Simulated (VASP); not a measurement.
Input of a VASP 6.6.1 run:

File INCAR:

```
  PREC = Accurate
  ENCUT = 510
  EDIFF = 1E-6
  ISMEAR = -1
  SIGMA = 0.02
  LREAL = False
  LASPH = True
  NELM = 120
  ALGO = Normal
  ISIF = 2
  LWAVE = False
  LCHARG = False
  GGA = PE
  NBANDS = 79
  GGA_COMPAT = False
```

Contents of KPOINTS:

```
Automatic mesh
0
Gamma
  4 4 4
```

Contents of POSCAR:

```
Lu3AlAs4
1.0
    5.5294683955      0.0000000000      0.0000000000
    0.0000000000      5.5294683955      0.0000000000
    0.0000000000      0.0000000000      5.5294683955
Al As Lu
1 4 3
Direct
    0.0000000000      0.0000000000      0.0000000000
    0.5000000000      0.5000000000      0.5000000000
    0.0000000000      0.0000000000      0.5000000000
    0.0000000000      0.5000000000      0.0000000000
    0.5000000000      0.0000000000      0.0000000000
    0.5000000000      0.5000000000      0.0000000000
    0.5000000000      0.0000000000      0.5000000000
    0.0000000000      0.5000000000      0.5000000000
```

Potentials or basis: VASP PAW PBE potentials, release 64 (Al, As_d, Lu).

Launch:

```bash
$ cat potpaw_PBE.64/Al/POTCAR potpaw_PBE.64/As_d/POTCAR potpaw_PBE.64/Lu/POTCAR > POTCAR
$ mpirun -np 1 vasp_std > vasp.out
```

Problem. Predict the band gap on the k mesh.

Solution. Zero (bands 69 and 70 overlap by 0.25 eV).

Problem. Estimate the pressure.

Solution. 5.1 GPa.

Caveat: the cell stands under pressure; semilocal functionals underestimate gaps, and a narrow one can read as zero; spin-orbit coupling is left out, which moves the levels of the heavy elements.
